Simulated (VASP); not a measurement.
Input of a VASP 6.6.1 run:

Contents of INCAR:

```
PREC     = Accurate       # precision mode
ENCUT    = 520            # plane-wave cutoff, eV
EDIFF    = 1E-6           # SCF threshold, eV
ISMEAR   = 0              # smearing method
SIGMA    = 0.15           # smearing width, eV
LREAL    = F              # projectors in reciprocal space
LASPH    = T              # aspherical terms in the spheres
NELM     = 100            # most SCF steps
ALGO     = Fast           # electronic algorithm
ISIF     = 2              # what is computed and relaxed
LWAVE    = F              # write WAVECAR
LCHARG   = T              # write CHGCAR
GGA      = PS             # functional
LELF     = T              # ELF
LVHAR    = T            
NBANDS   = 34             # bands
```

File KPOINTS:

```
regular mesh
0
Gamma
  12 12 12
```

Contents of POSCAR:

```
CoW3
1.0
    3.8582449849      0.0000000000      0.0000000000
    0.0000000000      3.6846239606      0.0000000000
    0.0000000000      0.0000000000      3.8582449849
Co W
1 3
Direct
    0.0000000000      0.0000000000      0.0000000000
    0.0000000000      0.5000000000      0.5000000000
    0.5000000000      0.0000000000      0.5000000000
    0.5000000000      0.5000000000      0.0000000000
```

Potentials or basis: VASP PAW PBE potentials, release 64 (Co, W_sv).

The run is started by

```bash
$ cat potpaw_PBE.64/Co/POTCAR potpaw_PBE.64/W_sv/POTCAR > POTCAR
$ mpirun -np 1 vasp_std > vasp.out
```

(1) What does it give for the pressure?

(2) What does it give for the band gap on the k mesh?

Results:

(1) 16.2 GPa.

(2) zero (an odd number of electrons rules out a gap without spin polarisation).

Caveat: the cell differs from its parent crystal (strain -0.0450 x Voigt [0, 1, 0, 0, 0, 0]); the cell stands under pressure; the PAW data sets were made with another functional, which shifts forces and pressure a little; spin-orbit coupling is left out, which moves the levels of the heavy elements; the run has no spin polarisation, though such a crystal can be magnetic.
